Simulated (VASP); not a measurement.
Write the native input for VASP 6.6.1 that does the following.

| Item | Value |
| --- | --- |
| Task | single point |
| Functional | PBE |
| Potentials or basis | VASP PAW PBE potentials, release 64 (Si, Cu) |
| Cutoff | 520 eV |
| k mesh | 2 × 2 × 2 |
| Occupations | fermi-dirac, width 0.02 eV |
| Spin | collinear spin, zero start |
| Starting moments | [0.0, 0.0, 0.0, 0.0, 0.0, 0.0, 0.0, 0.0, 0.0, 0.0, 0.0, 0.0, 0.0, 0.0, 0.0, 0.0, 0.0] μB |
| Dipole correction | no |
| Further INCAR settings | LREAL = Auto; ALGO = Normal; EDIFF = 1e-07; NBANDS = 56 |

The structure of CuSi16 (a cell with a defect) lies in POSCAR:

```
CuSi16
1.0
    0.0000000000      5.4300000000      5.4300000000
    5.4300000000      0.0000000000      5.4300000000
    5.4300000000      5.4300000000      0.0000000000
Si Cu
16 1
Direct
    0.0068939227      0.0060674033     -0.0163292818
    0.1260919890      0.1252741252      0.1174562615
   -0.0096155617     -0.0104245856      0.4907247698
    0.1140689687      0.1132623389      0.6144091160
    0.0089934622      0.4982323204     -0.0006061694
    0.1430376611      0.6173264273      0.1185023020
    0.0068735727      0.4825319521      0.5072214549
    0.1260877532      0.6163046961      0.6264312155
    0.4990468692      0.0081814917     -0.0006098527
    0.6181398711      0.1422339779      0.1184868324
    0.4833329650      0.0060609576      0.5072355433
    0.6171152855      0.1252725599      0.6264338858
    0.5117794659      0.5109700737      0.0121175875
    0.6355189687      0.6347086556      0.1358583794
    0.4990517495      0.4982333333      0.5093335175
    0.6181612339      0.6173323204      0.6433735727
    0.8104577348      0.8096862799      0.3107816759
```

These files were run (other wordings do the same):

INCAR

```
PREC     = Accurate       # precision mode
ENCUT    = 520            # plane-wave cutoff, eV
EDIFF    = 1E-7           # SCF threshold, eV
ISMEAR   = -1             # smearing method
SIGMA    = 0.02           # smearing width, eV
LREAL    = Auto         
LASPH    = T              # aspherical terms in the spheres
NELM     = 150            # most SCF steps
ALGO     = Normal         # electronic algorithm
ISIF     = 2              # what is computed and relaxed
LWAVE    = F              # write WAVECAR
LCHARG   = F              # write CHGCAR
ISPIN    = 2              # spin polarisation
MAGMOM   = 0 0 0 0 0 0 0 0 0 0 0 0 0 0 0 0 0 # initial moments
LORBIT   = 11             # projections on sites
LMAXMIX  = 4              # l up to which the mixer works
GGA      = PE             # functional
NBANDS   = 56             # bands
```

KPOINTS

```
Automatic mesh
0
Gamma
  2 2 2
```

Potentials or basis: VASP PAW PBE potentials, release 64 (Si, Cu).

Command:

```sh
$ cat potpaw_PBE.64/Si/POTCAR potpaw_PBE.64/Cu/POTCAR > POTCAR
$ mpirun -np 1 vasp_std > vasp.out
```

Results of the run:

```
Pressure                                              : 4.4 GPa
Largest force                                         : 0.020 eV/Å
Net moment                                            : 0.00 μB per cell
Valence electrons inside the program's atomic spheres : Si 1.69, 1.70 (each value once); Cu 10.19
```

Caveat: the k points lie up to 0.50 Å⁻¹ apart; no moment was typed at the start, so none could form.

It took 19 min on 1 thread of Intel Xeon 8259CL (shared host), peak memory 0.73 GiB.
